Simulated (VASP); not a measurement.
ZnS, 4 atoms in the cell. The typed cell holds 4 atoms: a = 3.807 Å, b = 3.807 Å, c = 6.246 Å, α = 90.00°, β = 90.00°, γ = 120.00°.  This cell differs from its parent crystal: atom 3 (S) moved +0.360 Å towards its neighbour atom 3 (S) at 3.807 Å.

* Program: VASP 6.6.1
* Task: single point
* Functional: r2SCAN
* Potentials or basis: VASP PAW PBE potentials, release 64 (Zn, S)
* Cutoff: 520 eV
* k mesh: 6 × 6 × 4
* Occupations: gaussian, width 0.05 eV
* Spin: no spin polarisation
* Dipole correction: no
* Further INCAR settings: ALGO = Normal; EDIFF = 1e-07; NBANDS = 26

Potentials or basis: VASP PAW PBE potentials, release 64 (Zn, S).

Launch:

```sh
$ cat potpaw_PBE.64/Zn/POTCAR potpaw_PBE.64/S/POTCAR > POTCAR
$ cp INCAR.step1 INCAR
$ mpirun -np 1 vasp_std > vasp.out
$ cp INCAR.step2 INCAR
$ mpirun -np 1 vasp_std > vasp.out
```

Hardware: 1 thread of Intel Xeon 8259CL, with other jobs on the host.

Question: Estimate the wall time of this run.

Answer: Run time: 10 min on 1 thread of Intel Xeon 8259CL (shared host), peak memory 0.28 GiB. Counts: k points 76.
